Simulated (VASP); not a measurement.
# Au3C in VASP: further runs

Runs on Au3C. Level: PBE. Tasks: single point.

All numbers are computed with VASP 6.6.1; they aren't measurements. Logs are shortened: lines on timing, memory, paths and dates and some standing lists are left out, and cuts for length are marked.

## (1) The cell of the first run

The cell holds a slab with vacuum, 4 atoms: a = 2.940 Å, b = 2.940 Å, c = 21.897 Å, α = 90.00°, β = 90.00°, γ = 120.00°.

## (2) Single point, PBE

INCAR

```
PREC     = Accurate       # precision mode
ENCUT    = 520            # plane-wave cutoff, eV
EDIFF    = 1E-7           # SCF threshold, eV
ISMEAR   = 0              # smearing method
SIGMA    = 0.1            # smearing width, eV
LREAL    = False          # projectors in reciprocal space
LASPH    = True           # aspherical terms in the spheres
NELM     = 80             # most SCF steps
ALGO     = Normal         # electronic algorithm
ISIF     = 2              # what is computed and relaxed
LWAVE    = False          # write WAVECAR
LCHARG   = False          # write CHGCAR
LDIPOL   = True         
IDIPOL   = 3            
DIPOL    = 0.5 0.5 0.340
GGA      = PE             # functional
NBANDS   = 26             # bands
```

KPOINTS

```
regular mesh
0
Gamma
  9 9 1
```

POSCAR

```
Au3C
1.0
    2.9402049748      0.0000000000      0.0000000000
   -1.4701024874      2.5462922005      0.0000000000
    0.0000000000      0.0000000000     21.8974947720
Au C
3 1
Direct
    0.6666666667      0.3333333333      0.1826692981
    0.3333333333      0.6666666667      0.2945190844
    0.0000000000      0.0000000000      0.4063247812
    0.6666666667     -0.6666666667      0.4771091342
```

Potentials or basis: VASP PAW PBE potentials, release 64 (Au, C).

Command:

```sh
$ cat potpaw_PBE.64/Au/POTCAR potpaw_PBE.64/C/POTCAR > POTCAR
$ mpirun -np 1 vasp_std > vasp.out
```

OUTCAR:

```text
PREC = Accurate
   ENCUT = 520
   EDIFF = 1E-7
   ISMEAR = 0
   LREAL = False
   LASPH = True
   NELM = 80
   ISIF = 2
   GGA = PE

 ion  position               nearest neighbor table
   1  0.667  0.333  0.183-   2 2.98   2 2.98   2 2.98
   2  0.333  0.667  0.295-   3 2.98   3 2.98   3 2.98   1 2.98   1 2.98   1 2.98
   3  0.000  0.000  0.406-   4 2.30   4 2.30   4 2.30   2 2.98   2 2.98   2 2.98
   4  0.667  0.333  0.477-   3 2.30   3 2.30   3 2.30

  LATTYP: Found a hexagonal cell.
 ALAT       =     2.9402049748
 C/A-ratio  =     7.4476082313

  Lattice vectors:

 A1 = (   2.9402049748,   0.0000000000,   0.0000000000)
 A2 = (  -1.4701024874,   2.5462922005,   0.0000000000)
 A3 = (   0.0000000000,   0.0000000000,  21.8974947720)

Analysis of symmetry for initial positions (statically):
=====================================================================
 Subroutine PRICEL returns:
 Original cell was already a primitive cell.

 Routine SETGRP: Setting up the symmetry group for a
 hexagonal supercell.

 Subroutine GETGRP returns: Found  6 space group operations
 (whereof  6 operations were pure point group operations)
 out of a pool of 24 trial point group operations.

The static configuration has the point symmetry C_3v.

Analysis of symmetry for dynamics (positions and initial velocities):
=====================================================================
 Subroutine PRICEL returns:
 Original cell was already a primitive cell.

 Routine SETGRP: Setting up the symmetry group for a
 hexagonal supercell.

 Subroutine GETGRP returns: Found  6 space group operations
 (whereof  6 operations were pure point group operations)
 out of a pool of 24 trial point group operations.

The dynamic configuration has the point symmetry C_3v.

 Subroutine INISYM returns: Found  6 space group operations
 (whereof  6 operations are pure point group operations),
 and found     1 'primitive' translations

----------------------------------------------------------------------------------------

                                     Primitive cell

  volume of cell :     163.9382

  direct lattice vectors                    reciprocal lattice vectors
     2.940204975  0.000000000  0.000000000     0.340112342  0.196363952  0.000000000
    -1.470102487  2.546292200  0.000000000     0.000000000  0.392727904  0.000000000
     0.000000000  0.000000000 21.897494772     0.000000000  0.000000000  0.045667325

  length of vectors
     2.940204975  2.940204975 21.897494772     0.392727904  0.392727904  0.045667325

  position of ions in fractional coordinates (direct lattice)
     0.666666667  0.333333333  0.182669298
     0.333333333  0.666666667  0.294519084
     0.000000000  0.000000000  0.406324781
     0.666666667  0.333333333  0.477109134

  ion indices of the primitive-cell ions
   primitive index   ion index
                 1           1
                 2           2
                 3           3
                 4           4

----------------------------------------------------------------------------------------

 KPOINTS: regular mesh

Automatic generation of k-mesh.
 Grid dimensions read from file:
 generate k-points for:    9    9    1

 Generating k-lattice:

  Cartesian coordinates                     Fractional coordinates (reciprocal lattice)
     0.037790260  0.021818217  0.000000000     0.111111111  0.000000000  0.000000000
     0.000000000  0.043636434  0.000000000     0.000000000  0.111111111  0.000000000
     0.000000000  0.000000000  0.045667325     0.000000000  0.000000000  1.000000000

  Length of vectors
     0.043636434  0.043636434  0.045667325

  Shift w.r.t. Gamma in fractional coordinates (k-lattice)
     0.000000000  0.000000000  0.000000000

 Subroutine IBZKPT returns following result:
 ===========================================

 Found     12 irreducible k-points:

 Following reciprocal coordinates:
            Coordinates               Weight
  0.000000  0.000000  0.000000      1.000000
  0.111111  0.000000  0.000000      6.000000
  0.222222 -0.000000  0.000000      6.000000
  0.333333 -0.000000  0.000000      6.000000
  0.444444 -0.000000  0.000000      6.000000
  0.111111  0.111111  0.000000      6.000000
  0.222222  0.111111  0.000000     12.000000
  0.333333  0.111111  0.000000     12.000000
  0.444444  0.111111  0.000000      6.000000
  0.222222  0.222222  0.000000      6.000000
  0.333333  0.222222  0.000000     12.000000
  0.333333  0.333333  0.000000      2.000000
   k-points           NKPTS =     12   k-points in BZ     NKDIM =     12   number of bands    NBANDS=     26
   number of dos      NEDOS =    301   number of ions     NIONS =      4
   total plane-waves  NPLWV =  96768
   dimension x,y,z NGX =    24 NGY =   24 NGZ =  168
   dimension x,y,z NGXF=    48 NGYF=   48 NGZF=  336
   ions per type =               3   1
   NGX,Y,Z   is equivalent  to a cutoff of  13.57, 13.57, 12.75 a.u.
   NGXF,Y,Z  is equivalent  to a cutoff of  27.14, 27.14, 25.51 a.u.
 SYSTEM =  unknown system
   PREC   = accura    normal or accurate (medium, high low for compatibility)
   ISTART =      0    job   : 0-new  1-cont  2-samecut
   ICHARG =      2    charge: 1-file 2-atom 10-const
   ISPIN  =      1    spin polarized calculation?
   LNONCOLLINEAR =      F non collinear calculations
   LSORBIT =      F    spin-orbit coupling
   LASPH  =      T    aspherical Exc in radial PAW
   ENCUT  =  520.0 eV  38.22 Ry    6.18 a.u.   5.47  5.47 40.71*2*pi/ulx,y,z
   NELM   =     80;   NELMIN=  2; NELMDL= -5     # of ELM steps
   EDIFF  = 0.1E-06   stopping-criterion for ELM
   LREAL  =      F    real-space projection
   EDIFFG = 0.1E-05   stopping-criterion for IOM
   NSW    =      0    number of steps for IOM
   IBRION =     -1    ionic relax: 0-MD 1-quasi-New 2-CG
   NFREE  =      0    steps in history (QN), initial steepest desc. (CG)
   ISIF   =      2    stress and relaxation
   ISYM   =      2    0-nonsym 1-usesym 2-fastsym
   POTIM  = 0.5000    time-step for ionic-motion
   TEBEG  =    0.0;   TEEND  =   0.0 temperature during run
   PSTRESS=    0.0 pullay stress
   NELECT =      37.0000    total number of electrons
   NUPDOWN=      -1.0000    fix difference up-down
   EMIN   =  10.00;   EMAX   =-10.00  energy-range for DOS
   EFERMI =   0.00;   METHOD = LEGACY
   ISMEAR =     0;   SIGMA  =   0.10  broadening in eV -4-tet -1-fermi 0-gaus
   EFERMI_NEDOS =   21; number of points for ismear=-14 and -15
   IALGO  =     38    algorithm
   IMIX   =      4    mixing-type and parameters
     AMIX     =   0.40;   BMIX     =  1.00
     AMIX_MAG =   1.60;   BMIX_MAG =  1.00
  volume/ion in A,a.u.               =      40.98       276.58
  Fermi-wavevector in a.u.,A,eV,Ry     =   0.996740  1.883566 13.517266  0.993491
  Thomas-Fermi vector in A             =   2.128849
   LORBIT       =      0    0 simple, 1 ext, 2 COOP (PROOUT), +10 PAW based schemes
   GGA     = PE    functional components
   LHFCALC =     F    Hartree Fock is set to
   AEXX    =    0.0000 exact exchange contribution
   IVDW    =     0    specifies the selected vdW correction
   LEPSILON=     F    determine dielectric tensor
   LRPA    =     F    only Hartree local field effects (RPA)
 non-spin polarized calculation
 Gauss-broadening in eV      SIGMA  =   0.10
  energy-cutoff  :      520.00
  volume of cell :      163.94
 maximum number of plane-waves:      4481
 NGX is ok and might be reduce to    24
   NGX = 11   NGY = 11   NGZ = 81

 dipolmoment           0.000000      0.000000     -0.090324 electrons x Angstroem

 number of electron      36.9999996 magnetization

 dipolmoment           0.000000      0.000000      0.053083 electrons x Angstroem

 Free energy of the ion-electron system (eV)
  ---------------------------------------------------
  ext. energy  EPLUGINS =         0.00000000
  ---------------------------------------------------
  free energy    TOTEN  =       -13.56089790 eV

  energy without entropy =      -13.53777533  energy(sigma->0) =      -13.54933661

 E-fermi :  -0.6110     XC(G=0):  -5.4421

 val. band max:       -0.6271497129   @ k =   0.4444   0.1111   0.0000
 cond. band min:      -0.5928799177   @ k =   0.3333   0.2222   0.0000
 fundamental gap:      0.0342697952
 Fermi energy:        -0.6109520443

 k-point     1 :       0.0000    0.0000    0.0000
  band No.  band energies     occupation
      1     -12.6749      2.00000
      2      -8.7925      2.00000
      3      -7.6610      2.00000
      4      -7.1901      2.00000
      5      -5.9355      2.00000
      6      -5.9355      2.00000
[... 18 lines left out ...]
     25       5.8547      0.00000
     26       6.1863      0.00000

 k-point     2 :       0.1111    0.0000    0.0000
  band No.  band energies     occupation
      1     -12.4593      2.00000
      2      -8.4843      2.00000
      3      -7.4173      2.00000
      4      -6.8720      2.00000
      5      -6.1288      2.00000
      6      -5.7327      2.00000
[... 18 lines left out ...]
     25       6.1213      0.00000
     26       6.4908      0.00000

 k-point     3 :       0.2222   -0.0000    0.0000
  band No.  band energies     occupation
      1     -11.8978      2.00000
      2      -7.7878      2.00000
      3      -6.9965      2.00000
      4      -6.2929      2.00000
      5      -6.1360      2.00000
      6      -5.7578      2.00000
[... 224 lines left out ...]
 k-point    11 :       0.3333    0.2222    0.0000
  band No.  band energies     occupation
      1     -10.5580      2.00000
      2      -6.8794      2.00000
      3      -6.4814      2.00000
      4      -6.3149      2.00000
      5      -5.9198      2.00000
      6      -5.4846      2.00000
[... 18 lines left out ...]
     25       6.4936      0.00000
     26       7.4340      0.00000

 k-point    12 :       0.3333    0.3333    0.0000
  band No.  band energies     occupation
      1     -10.4163      2.00000
      2      -6.7981      2.00000
      3      -6.1967      2.00000
      4      -6.1831      2.00000
      5      -6.0551      2.00000
      6      -5.3735      2.00000
[... 18 lines left out ...]
     25       5.3397      0.00000
     26       7.4838      0.00000

------------------------ aborting loop because EDIFF is reached ----------------------------------------

 vacuum level on the upper side and lower side of the slab       (xc-potential included)         0.504        -0.747

  FORCE on cell =-STRESS in cart. coord.  units (eV):
  Direction    XX          YY          ZZ          XY          YZ          ZX
  --------------------------------------------------------------------------------------
  -------------------------------------------------------------------------------------
  Total       -1.3580008     -1.3580008     -2.9529282      0.0000000      0.0000000     -0.0000000
  in kB      -13.2718150    -13.2718150    -28.8591272      0.0000000      0.0000000     -0.0000000
  external PRESSURE =     -18.4675857 kB  Pullay stress =       0.0000000 kB

 VOLUME and BASIS-vectors are now :
 -----------------------------------------------------------------------------
  energy-cutoff  :      520.00
  volume of cell :      163.94
      direct lattice vectors                 reciprocal lattice vectors
     2.940204975  0.000000000  0.000000000     0.340112342  0.196363952  0.000000000
    -1.470102487  2.546292200  0.000000000     0.000000000  0.392727904  0.000000000
     0.000000000  0.000000000 21.897494772     0.000000000  0.000000000  0.045667325

 POSITION                                       TOTAL-FORCE (eV/Angst)
 -----------------------------------------------------------------------------------
      1.47010      0.84876      4.00000         0.000000     -0.000000     -0.010111
     -0.00000      1.69753      6.44923        -0.000000      0.000000      0.179388
      0.00000      0.00000      8.89749         0.000000     -0.000000      1.458408
      1.47010      0.84876     10.44749         0.000000      0.000000     -1.627686
 -----------------------------------------------------------------------------------
    total drift:                               -0.000000      0.000000     -0.000043

  FREE ENERGIE OF THE ION-ELECTRON SYSTEM (eV)
  ---------------------------------------------------
  free  energy   TOTEN  =       -13.5608978965 eV

  energy  without entropy=      -13.5377753324  energy(sigma->0) =      -13.54933661

 vacuum level on the upper side and lower side of the slab         5.869         4.592
```

Wall time 92 s (1 thread of Intel Xeon Platinum 8259CL at 2.50GHz (Skylake/Cascade Lake), shared host); peak memory 0.3 GiB.

What came out:

```
Free energy            : -13.5609 eV
Largest force          : 1.628 eV/Å
Band gap on the k mesh : zero (an odd number of electrons rules out a gap without spin polarisation)
```

Forces on the atoms (eV/Å):
```
Au   0.000  0.000 -0.010
Au   0.000  0.000  0.179
Au   0.000  0.000  1.458
C    0.000  0.000 -1.628
```

Caveat: spin-orbit coupling is left out, which moves the levels of the heavy elements.

## (3) Single point, PBE

INCAR

```
SYSTEM = Au3C
ALGO = Normal
DIPOL = 0.5 0.5 0.348
EDIFF = 1E-6
ENCUT = 520
GGA = PE
IDIPOL = 3
ISIF = 2
ISMEAR = 0
LASPH = .True.
LCHARG = .False.
LDIPOL = .True.
LREAL = .False.
LWAVE = .False.
NBANDS = 26
NELM = 60
PREC = Accurate
SIGMA = 0.1
```

KPOINTS

```
k-points
0
Gamma
  9 9 1
  0 0 0
```

POSCAR: that of step 2 with these lines changed.

```diff
@@ -11,2 +11,2 @@
     0.0000000000      0.0000000000      0.4063247812
-    0.6666666667     -0.6666666667      0.4771091342
+    0.6666666667     -0.6666666667      0.5099896079
```

Potentials or basis: VASP PAW PBE potentials, release 64 (Au, C).

Command:

```sh
$ cat potpaw_PBE.64/Au/POTCAR potpaw_PBE.64/C/POTCAR > POTCAR
$ mpirun -np 1 vasp_std > vasp.out
```

Wall time 81 s (1 thread of Intel Xeon Platinum 8259CL at 2.50GHz (Skylake/Cascade Lake), shared host); peak memory 0.3 GiB.

It converged, with:

* Free energy: -12.3279 eV
* Largest force: 1.408 eV/Å
* Band gap on the k mesh: zero (an odd number of electrons rules out a gap without spin polarisation)

Forces in eV/Å, atoms in the order of the input:
```
Au   0.000  0.000  0.147
Au   0.000  0.000  0.060
Au   0.000  0.000  1.201
C    0.000  0.000 -1.408
```

Levels at points of the mesh, in eV from the Fermi level:
| k point | band 15 | band 16 | band 17 | band 18 | band 19 | band 20 | band 21 | band 22 | band 23 | band 24 |
| --- | --- | --- | --- | --- | --- | --- | --- | --- | --- | --- |
| (0.00, 0.00, 0.00) | -2.43 | -2.43 | -2.17 | -1.89 | -1.89 | -0.30 | 2.53 | 2.53 | 3.14 | 5.09 |

Caveat: spin-orbit coupling is left out, which moves the levels of the heavy elements.

## (4) Single point, PBE

INCAR

```
PREC = Accurate ; ENCUT = 520
EDIFF = 1E-7 ; ISMEAR = 0
SIGMA = 0.1 ; LREAL = F
LASPH = T ; NELM = 100
ALGO = Normal ; ISIF = 2
LWAVE = F ; LCHARG = F
LDIPOL = T ; IDIPOL = 3
DIPOL = 0.5 0.5 0.359 ; GGA = PE
NBANDS = 26
```

KPOINTS

```
regular mesh
0
Gamma
  9 9 1
```

POSCAR: that of step 3 with these lines changed.

```diff
@@ -11,2 +11,2 @@
     0.0000000000      0.0000000000      0.4063247812
-    0.6666666667     -0.6666666667      0.5099896079
+    0.6666666667     -0.6666666667      0.5510901999
```

Command:

```sh
$ cat potpaw_PBE.64/Au/POTCAR potpaw_PBE.64/C/POTCAR > POTCAR
$ mpirun -np 1 vasp_std > vasp.out
```

Wall time 86 s (1 thread of Intel Xeon Platinum 8259CL at 2.50GHz (Skylake/Cascade Lake), shared host); peak memory 0.3 GiB.

It converged, with:

```yaml
Free_energy: -11.4817 eV
Largest_force: 0.477 eV/Å
Band_gap_on_the_k_mesh: zero (an odd number of electrons rules out a gap without spin polarisation)
```

Forces on the atoms (eV/Å):
```
Au   0.000  0.000  0.142
Au   0.000  0.000  0.081
Au   0.000  0.000  0.254
C    0.000  0.000 -0.477
```

Levels at points of the mesh, in eV from the Fermi level:
| k point | band 16 | band 17 | band 18 | band 19 | band 20 | band 21 | band 22 | band 23 |
| --- | --- | --- | --- | --- | --- | --- | --- | --- |
| (0.00, 0.00, 0.00) | -2.20 | -1.85 | -1.79 | -1.79 | -0.49 | 1.44 | 2.66 | 2.66 |

Caveat: spin-orbit coupling is left out, which moves the levels of the heavy elements.

## (5) Single point, PBE

INCAR

```
SYSTEM = Au3C
PREC = Accurate
ENCUT = 520
EDIFF = 1E-6
ISMEAR = 0
SIGMA = 0.1
LREAL = .False.
LASPH = .True.
NELM = 60
ALGO = Normal
ISIF = 2
LWAVE = .False.
LCHARG = .False.
LDIPOL = .True.
IDIPOL = 3
DIPOL = 0.5 0.5 0.344
GGA = PE
NBANDS = 26
```

KPOINTS

```
regular mesh
0
Gamma
  9 9 1
  0 0 0
```

POSCAR: that of step 4 with these lines changed.

```diff
@@ -11,2 +11,2 @@
     0.0000000000      0.0000000000      0.4063247812
-    0.6666666667     -0.6666666667      0.5510901999
+    0.0000000000      0.0000000000      0.4935493710
```

Command:

```sh
$ cat potpaw_PBE.64/Au/POTCAR potpaw_PBE.64/C/POTCAR > POTCAR
$ mpirun -np 1 vasp_std > vasp.out
```

Run time: 81 s. Hardware: 1 thread of Intel Xeon Platinum 8259CL at 2.50GHz (Skylake/Cascade Lake), shared host; peak memory 0.31 GiB.

The run converged. Its results:

```
Free energy            : -13.2229 eV
Largest force          : 0.588 eV/Å
Band gap on the k mesh : zero (an odd number of electrons rules out a gap without spin polarisation)
```

Forces on the atoms (eV/Å):
```
Au   0.000  0.000  0.095
Au   0.000  0.000 -0.128
Au   0.000  0.000 -0.556
C    0.000  0.000  0.588
```

Levels at points of the mesh, in eV from the Fermi level:
```tsv
k point	band 17	band 18	band 19	band 20	band 21	band 22
(0.00, 0.00, 0.00)	-2.37	-2.04	-2.04	-0.15	2.59	2.59
```

Caveat: spin-orbit coupling is left out, which moves the levels of the heavy elements.

## (6) Overview

| cell | gap on the mesh (eV) | largest force (eV/Å) |
| --- | --- | --- |
| as given, atomic positions A | none | 1.63 |
| as given, atomic positions B | none | 1.41 |
| as given, atomic positions C | none | 0.48 |
| as given, atomic positions D | none | 0.59 |

Alike in all rows: task single point; level PBE; potentials or basis VASP PAW PBE potentials, release 64 (Au, C); no spin polarisation; k mesh 9 × 9 × 1; cutoff (eV) 520; smearing gaussian 0.1 eV.

Caveats: spin-orbit coupling is left out, which moves the levels of the heavy elements.

Absolute energies hang on the potentials; compare differences alone.

The gap in the log of VASP goes by the Fermi energy; the results here count the filled bands.